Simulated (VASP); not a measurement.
A run of VASP 6.6.1 is set up as follows.

File INCAR:

```
SYSTEM = RuC4
PREC     = Accurate       ! precision mode
ENCUT    = 600            ! plane-wave cutoff, eV
EDIFF    = 1E-6           ! SCF threshold, eV
ISMEAR   = 0              ! smearing method
SIGMA    = 0.1            ! smearing width, eV
LREAL    = .FALSE.        ! projectors in reciprocal space
LASPH    = .TRUE.         ! aspherical terms in the spheres
NELM     = 120            ! most SCF steps
ALGO     = Normal         ! electronic algorithm
ISIF     = 2              ! what is computed and relaxed
LWAVE    = .FALSE.        ! write WAVECAR
LCHARG   = .FALSE.        ! write CHGCAR
GGA      = PE             ! functional
NBANDS   = 24             ! bands
GGA_COMPAT= .FALSE.
```

File KPOINTS:

```
regular mesh
0
G
  18 18 6
  0 0 0
```

File POSCAR:

```
RuC4
1.0
    2.7052276475      0.0000000000      0.0000000000
   -1.3526138238      2.3427958658      0.0000000000
    0.0000000000      0.0000000000      6.1957757566
Ru C
1 4
Direct
    0.0000000000      0.0000000000      0.0000000000
    0.3333333333      0.6666666667      0.7806691076
    0.3333333333      0.6666666667      0.5432989371
    0.6666666667      0.3333333333      0.2193308924
    0.6666666667      0.3333333333      0.4567010629
```

Potentials or basis: VASP PAW PBE potentials, release 64 (Ru_sv, C).

Launch:

```console
$ cat potpaw_PBE.64/Ru_sv/POTCAR potpaw_PBE.64/C/POTCAR > POTCAR
$ mpirun -np 1 vasp_std > vasp.out
```

Question: What does it give for the pressure?

Answer: -0.3 GPa.

Question: Predict the band gap on the k mesh.

Answer: Zero (band 16 reaches 11.72 eV, above the bottom of band 17 at 10.93 eV).

Question: What does it give for the largest force?

Answer: 0.050 eV/Å.

Forces in eV/Å, atoms in the order of the input:
```
Ru   0.000  0.000  0.000
C    0.000  0.000  0.050
C    0.000  0.000 -0.036
C    0.000  0.000 -0.050
C    0.000  0.000  0.036
```
